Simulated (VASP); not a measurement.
# AlNi (R-3m) in VASP: a series of runs, part 2 of 2

VASP 6.6.1.

## (3) Single point, PBE

This run uses another cell than the first one, of the same volume but with other edges.

File INCAR:

```
ALGO = Fast
EDIFF = 1E-6
ENCUT = 520
GGA = PE
ISIF = 2
ISMEAR = 0
LASPH = T
LCHARG = F
LREAL = F
LWAVE = F
NBANDS = 14
NELM = 100
PREC = Accurate
SIGMA = 0.15
```

File KPOINTS:

```
k-points
0
Gamma
  18 18 18
```

File POSCAR:

```
AlNi
1.0
    2.8826725177     -0.0688693093     -0.0688693093
   -0.0688693093      2.8826725177     -0.0688693093
   -0.0688693093     -0.0688693093      2.8826725177
Al Ni
1 1
Direct
    0.0000000000      0.0000000000      0.0000000000
    0.5000000000      0.5000000000      0.5000000000
```

Potentials or basis: VASP PAW PBE potentials, release 64 (Al, Ni).

Started as:

```bash
$ cat potpaw_PBE.64/Al/POTCAR potpaw_PBE.64/Ni/POTCAR > POTCAR
$ mpirun -np 1 vasp_std > vasp.out
```

OUTCAR:

```text
EDIFF = 1E-6
   ENCUT = 520
   GGA = PE
   ISIF = 2
   ISMEAR = 0
   LASPH = T
   LREAL = F
   NELM = 100
   PREC = Accurate

 ion  position               nearest neighbor table
   1  0.000  0.000  0.000-   2 2.38   2 2.38   2 2.54   2 2.54   2 2.54   2 2.54   2 2.54   2 2.54

   2  0.500  0.500  0.500-   1 2.38   1 2.38   1 2.54   1 2.54   1 2.54   1 2.54   1 2.54   1 2.54

  LATTYP: Found a trigonal (rhomboedric) cell.
 ALAT       =     2.8843173903
 COS(alpha) =    -0.0471569688

  Lattice vectors:

 A1 = (   2.8826725177,  -0.0688693093,  -0.0688693093)
 A2 = (  -0.0688693093,   2.8826725177,  -0.0688693093)
 A3 = (  -0.0688693093,  -0.0688693093,   2.8826725177)

Analysis of symmetry for initial positions (statically):
=====================================================================
 Subroutine PRICEL returns:
 Original cell was already a primitive cell.

 Routine SETGRP: Setting up the symmetry group for a
 trigonal (rhombohedral) supercell.

 Subroutine GETGRP returns: Found 12 space group operations
 (whereof 12 operations were pure point group operations)
 out of a pool of 12 trial point group operations.

The static configuration has the point symmetry D_3d.

Analysis of symmetry for dynamics (positions and initial velocities):
=====================================================================
 Subroutine PRICEL returns:
 Original cell was already a primitive cell.

 Routine SETGRP: Setting up the symmetry group for a
 trigonal (rhombohedral) supercell.

 Subroutine GETGRP returns: Found 12 space group operations
 (whereof 12 operations were pure point group operations)
 out of a pool of 12 trial point group operations.

The dynamic configuration has the point symmetry D_3d.

 Subroutine INISYM returns: Found 12 space group operations
 (whereof 12 operations are pure point group operations),
 and found     1 'primitive' translations

----------------------------------------------------------------------------------------
[... 118 lines left out ...]
   GGA     = PE    functional components
   LHFCALC =     F    Hartree Fock is set to
   AEXX    =    0.0000 exact exchange contribution
   IVDW    =     0    specifies the selected vdW correction
   LEPSILON=     F    determine dielectric tensor
   LRPA    =     F    only Hartree local field effects (RPA)
 non-spin polarized calculation
 RMM-DIIS sequential band-by-band and
 Gauss-broadening in eV      SIGMA  =   0.15
  energy-cutoff  :      520.00
  volume of cell :       23.91
 maximum number of plane-waves:       664
 NGX is ok and might be reduce to    24

 number of electron      13.0000007 magnetization

 Free energy of the ion-electron system (eV)
  ---------------------------------------------------
  ext. energy  EPLUGINS =         0.00000000
  ---------------------------------------------------
  free energy    TOTEN  =       -10.47067005 eV

  energy without entropy =      -10.46104512  energy(sigma->0) =      -10.46585759

 E-fermi :  10.0291     XC(G=0): -12.0453

 val. band max:       10.0283543313   @ k =  -0.2778  -0.3889   0.1667
 cond. band min:      10.0293543883   @ k =   0.3333   0.1667   0.0000
 fundamental gap:      0.0010000570
 Fermi energy:        10.0291041443

 k-point     1 :       0.0000    0.0000    0.0000
  band No.  band energies     occupation
      1      -1.1095      2.00000
      2       6.7986      2.00000
      3       6.7986      2.00000
      4       8.3275      2.00000
      5       8.5244      2.00000
      6       8.5244      2.00000
      7      15.2359      0.00000
      8      15.7352      0.00000
      9      15.7352      0.00000
     10      18.1975      0.00000
     11      18.1975      0.00000
     12      23.7821      0.00000
     13      30.6002      0.00000
     14      30.6113      0.00000
[... 377 lines left out ...]
      1      -0.1748      2.00000
      2       6.5851      2.00000
      3       6.9917      2.00000
      4       8.0426      2.00000
      5       8.2057      2.00000
      6       8.4878      2.00000
      7      11.4190      0.00000
      8      16.1567      0.00000
      9      16.7683      0.00000
     10      18.6235      0.00000
     11      21.5889      0.00000
     12      24.6466      0.00000
     13      25.8745      0.00000
     14      27.1873      0.00000

 [... further k-points ...]
[... 5 lines left out ...]
  --------------------------------------------------------------------------------------
  -------------------------------------------------------------------------------------
  Total        0.4589990      0.4589990      0.4589990      1.0170860      1.0170860      1.0170860
  in kB       30.7533598     30.7533598     30.7533598     68.1457041     68.1457041     68.1457041
  external PRESSURE =      30.7533598 kB  Pullay stress =       0.0000000 kB

 VOLUME and BASIS-vectors are now :
 -----------------------------------------------------------------------------
  energy-cutoff  :      520.00
  volume of cell :       23.91
      direct lattice vectors                 reciprocal lattice vectors
     2.882672518 -0.068869309 -0.068869309     0.347306481  0.008500508  0.008500508
    -0.068869309  2.882672518 -0.068869309     0.008500508  0.347306481  0.008500508
    -0.068869309 -0.068869309  2.882672518     0.008500508  0.008500508  0.347306481

 POSITION                                       TOTAL-FORCE (eV/Angst)
 -----------------------------------------------------------------------------------
      0.00000      0.00000      0.00000        -0.000000      0.000000      0.000000
      1.37247      1.37247      1.37247         0.000000     -0.000000     -0.000000
 -----------------------------------------------------------------------------------
    total drift:                                0.000000      0.000000     -0.000000

  FREE ENERGIE OF THE ION-ELECTRON SYSTEM (eV)
  ---------------------------------------------------
  free  energy   TOTEN  =       -10.4706700548 eV

  energy  without entropy=      -10.4610451223  energy(sigma->0) =      -10.46585759
```

OSZICAR:

```text
N       E                     dE             d eps       ncg     rms          rms(c)
DAV:   1     0.400953655794E+02    0.40095E+02   -0.53836E+03 16542   0.967E+02
DAV:   2    -0.101856530494E+02   -0.50281E+02   -0.45459E+02 17362   0.179E+02
DAV:   3    -0.118698935334E+02   -0.16842E+01   -0.16683E+01 20430   0.362E+01
DAV:   4    -0.118923973785E+02   -0.22504E-01   -0.22498E-01 19422   0.382E+00
DAV:   5    -0.118930804477E+02   -0.68307E-03   -0.68306E-03 20970   0.723E-01    0.119E+01
RMM:   6    -0.137637693655E+02   -0.18707E+01   -0.13775E+01 19744   0.462E+01    0.165E+01
RMM:   7    -0.104842943610E+02    0.32795E+01   -0.38717E+00 18234   0.240E+01    0.114E+00
RMM:   8    -0.104795215145E+02    0.47728E-02   -0.79182E-02 17378   0.272E+00    0.667E-01
RMM:   9    -0.104738772896E+02    0.56442E-02   -0.23936E-02 18546   0.965E-01    0.506E-01
RMM:  10    -0.104706352975E+02    0.32420E-02   -0.63887E-03 20058   0.100E+00    0.118E-01
RMM:  11    -0.104708448406E+02   -0.20954E-03   -0.68255E-04 22108   0.307E-01    0.132E-01
RMM:  12    -0.104706587779E+02    0.18606E-03   -0.33309E-04 21913   0.202E-01    0.159E-02
RMM:  13    -0.104706678152E+02   -0.90373E-05   -0.84915E-05 22740   0.609E-02    0.154E-02
RMM:  14    -0.104706721580E+02   -0.43428E-05   -0.16538E-05 22429   0.319E-02    0.219E-02
RMM:  15    -0.104706699052E+02    0.22528E-05   -0.57636E-06 19027   0.234E-02    0.637E-03
RMM:  16    -0.104706700548E+02   -0.14955E-06   -0.14256E-06 12372   0.763E-03
   1 F= -.10470670E+02 E0= -.10465858E+02  d E =-.962493E-02
```

It took 2.7 min on 1 thread of Intel Xeon Platinum 8259CL at 2.50GHz (Skylake/Cascade Lake), shared host; peak memory 0.3 GiB.

What came out:

```yaml
Free_energy: -10.4707 eV
Pressure: 3.1 GPa
```

Stress tensor (GPa, compression positive):
```
3.08 6.81 6.81
6.81 3.08 6.81
6.81 6.81 3.08
```

Levels at points of the mesh, in eV from the Fermi level:
```csv
k point,band 3,band 4,band 5,band 6,band 7,band 8,band 9,band 10
"(0.00, 0.00, 0.00)",-3.23,-1.70,-1.50,-1.50,5.21,5.71,5.71,8.17
"(0.50, 0.00, 0.00)",-2.77,-2.37,-2.15,-1.47,-0.65,8.07,9.75,10.47
"(0.50, 0.50, 0.00)",-3.21,-2.52,-2.12,-2.06,-1.03,1.39,2.60,11.91
"(0.50, 0.50, 0.50)",-4.00,-1.01,-1.01,1.69,1.69,2.20,4.19,4.19
```

## (4) Single point, PBE

This run uses another cell than the first one, of the same volume but with other edges.

File INCAR:

```
ALGO     = Fast           # electronic algorithm
EDIFF    = 1E-6           # SCF threshold, eV
ENCUT    = 520            # plane-wave cutoff, eV
GGA      = PE             # functional
ISIF     = 2              # what is computed and relaxed
ISMEAR   = 0              # smearing method
LASPH    = True           # aspherical terms in the spheres
LCHARG   = True           # write CHGCAR
LELF     = True           # ELF
LREAL    = False          # projectors in reciprocal space
LVHAR    = True         
LWAVE    = False          # write WAVECAR
NBANDS   = 14             # bands
NELM     = 80             # most SCF steps
PREC     = Accurate       # precision mode
SIGMA    = 0.15           # smearing width, eV
```

KPOINTS is that of step 3.

File POSCAR:

```
AlNi
1.0
    2.8829125466      0.0748808454      0.0748808454
    0.0748808454      2.8829125466      0.0748808454
    0.0748808454      0.0748808454      2.8829125466
Al Ni
1 1
Direct
    0.0000000000      0.0000000000      0.0000000000
    0.5000000000      0.5000000000      0.5000000000
```

Started as:

```bash
$ cat potpaw_PBE.64/Al/POTCAR potpaw_PBE.64/Ni/POTCAR > POTCAR
$ mpirun -np 1 vasp_std > vasp.out
```

Run time: 3 min. Hardware: 1 thread of Intel Xeon Platinum 8259CL at 2.50GHz (Skylake/Cascade Lake), shared host; peak memory 0.3 GiB.

Results (log left out):

```
Free energy : -10.4767 eV
Pressure    : 3.0 GPa
```

Stress tensor (GPa, compression positive):
```
 2.98 -5.32 -5.32
-5.32  2.98 -5.32
-5.32 -5.32  2.98
```

Levels at points of the mesh, in eV from the Fermi level:
```tsv
k point	band 2	band 3	band 4	band 5	band 6	band 7	band 8	band 9	band 10	band 11
(0.00, 0.00, 0.00)	-3.22	-3.22	-1.63	-1.63	-1.45	5.38	5.38	5.89	8.18	8.18
(0.50, 0.00, 0.00)	-6.77	-2.78	-2.32	-2.17	-1.48	-0.65	8.04	10.07	10.20	10.77
(0.50, 0.50, 0.00)	-3.37	-3.21	-2.51	-2.11	-2.06	-1.03	1.38	2.62	11.63	14.26
(0.50, 0.50, 0.50)	-4.03	-4.03	-1.00	-1.00	1.04	2.38	2.38	3.70	4.03	4.77
```

## (5) Summary

| cell | further INCAR settings | gap on the mesh (eV) | pressure (GPa) |
| --- | --- | --- | --- |
| a = 3.082 Å, angles 67.3°, 2 atoms | ALGO = Fast; EDIFF = 1e-07; NBANDS = 14 | none | 26.5 |
| a = 2.884 Å, angles 92.7°, 2 atoms | ALGO = Fast; EDIFF = 1e-06; NBANDS = 14 | none | 3.1 |
| a = 2.885 Å, angles 87.0°, 2 atoms | ALGO = Fast; EDIFF = 1e-06; NBANDS = 14 | none | 3.0 |

Alike in all rows: task single point; level PBE; potentials or basis VASP PAW PBE potentials, release 64 (Al, Ni); no spin polarisation; k mesh 18 × 18 × 18; cutoff (eV) 520; smearing gaussian 0.15 eV.

Total energies depend on the potentials used, so only differences within one code and one set of settings carry meaning.
